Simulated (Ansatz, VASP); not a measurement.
# MgS: VASP beside Ansatz

The input INCAR:

```
PREC = Accurate ; ENCUT = 600
EDIFF = 1E-7 ; ISMEAR = 0
SIGMA = 0.02 ; LREAL = F
LASPH = T ; NELM = 120
ALGO = Normal ; ISIF = 3
LWAVE = F ; LCHARG = F
GGA = PS ; IBRION = 2
NSW = 100 ; EDIFFG = -0.002
GGA_COMPAT = F ; NELMIN = 4
```

The input KPOINTS:

```
Automatic mesh
0
Gamma
  8 8 8
```

POSCAR

```
MgS
1.0
    0.0000000000      2.8331200500      2.8331200500
    2.8331200500      0.0000000000      2.8331200500
    2.8331200500      2.8331200500      0.0000000000
Mg S
1 1
Direct
    0.0000000000      0.0000000000      0.0000000000
    0.2500000000      0.2500000000      0.2500000000
```

Input for Ansatz:

```yaml
crystal:
  lattice:
    - [0.0, 2.83312005, 2.83312005]
    - [2.83312005, 0.0, 2.83312005]
    - [2.83312005, 2.83312005, 0.0]
  atoms:
    - { symbol: Mg, position: [0.0, 0.0, 0.0] }
    - { symbol: S, position: [0.25, 0.25, 0.25] }
basis:
  ecutwfc: 420
kpoints:
  mp_grid: { grid: [8, 8, 8] }
hamiltonian:
  xc: pbesol
  pseudopotentials: { kind: paw }
scf:
  occupations: { method: gaussian, width: 0.02 }
output:
  forces: true
  stress: true
  eigenvalues: true
  write_density: true
  write_potential: true
  elf: true
  volumetric_format: npy
relax:
  adjacent_minimum: "off"
  f_tol: 0.002
  max_steps: 80
  cell: { stress_tol: 0.02 }
```

Alike in both runs: task relaxation of cell and atoms; functional PBEsol; k mesh 8 × 8 × 8; occupations gaussian, width 0.02 eV; no spin polarisation.

|  | VASP | Ansatz |
| --- | --- | --- |
| version | VASP 6.6.1 | Ansatz 0.2.0 |
| potentials or method | VASP PAW PBE potentials, release 64 (Mg, S), cutoff 600 eV | scalar-relativistic, plane waves, PAW |
| valence electrons in the cell | 8 | 16 |

VASP gave:

```
gap on the k mesh at the Fermi level, each at its own relaxed structure (eV) : 3.33
relaxed volume (Å³/atom)                                                     : 22.54
relaxed cell length with the largest relative difference (Å)                 : 3.995
```

**Question.** Estimate Ansatz's values.

**Answer.** gap on the k mesh at the Fermi level, each at its own relaxed structure (eV): 3.32; relaxed volume (Å³/atom): 22.57; relaxed cell length with the largest relative difference (Å): 3.996.

VASP's potentials were made for PBE, not for PBEsol. VASP's potentials hold 8 valence electrons a cell and Ansatz's 16, so a difference there can come from the potentials and not from the codes.
